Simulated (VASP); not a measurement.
Runs of VASP 6.6.1 on Nd2As3W. The structure is that of space group P6/mmm (No. 191), or close to it. The cells are those of the table. The cell was generated, and may not be a known phase.

```csv
task,cell,k mesh,gap on the mesh (eV),pressure (GPa),relaxed volume (Å³/atom)
single point,"a = 5.718, b = 5.718, c = 5.106 Å, angles 90.0, 90.0, 120.0°, 6 atoms",3 × 3 × 4,none,0.3,-
relaxation of cell and atoms,"relaxed from a = 5.718, b = 5.718, c = 5.106 Å, angles 90.0, 90.0, 120.0°, 6 atoms",6 × 6 × 4,none,0.0,24.13
single point,"a = 6.259, b = 6.259, c = 4.155 Å, angles 90.0, 90.0, 120.0°, 6 atoms",3 × 3 × 4,none,10.7,-
single point,"a = 5.754, b = 5.754, c = 5.048 Å, angles 90.0, 90.0, 120.0°, 6 atoms",12 × 12 × 8,none,0.2,-
single point,"a = 5.747, b = 5.747, c = 5.057 Å, angles 90.0, 90.0, 120.0°, 6 atoms",6 × 6 × 4,none,0.2,-
relaxation of cell and atoms,"relaxed from a = 6.259, b = 6.259, c = 4.155 Å, angles 90.0, 90.0, 120.0°, 6 atoms",3 × 3 × 4,none,0.0,(a)
```

Alike in all rows: level PBE; potentials or basis VASP PAW PBE potentials, release 64 (Nd_3, As, W_sv), 4f in core; no spin polarisation; cutoff (eV) 500; smearing gaussian 0.1 eV.

Problem. Fill in the values left out.

Solution. (a) 24.16.

Caveats: some runs use coarse meshes; spin-orbit coupling is left out, which moves the levels of the heavy elements; the 4f electrons are frozen in the core, so they carry no moment and show no levels; an odd number of electrons without spin polarisation forces a metal; a magnetic or distorted state may lie lower; a cell axis changed by over 15 % at a fixed basis, so the end point is rough (at least some runs).

A k mesh can miss the band edges, and the runs leave out spin-orbit coupling on As, Nd, W.

A gap of «none» marks levels without a gap at the run's occupations.
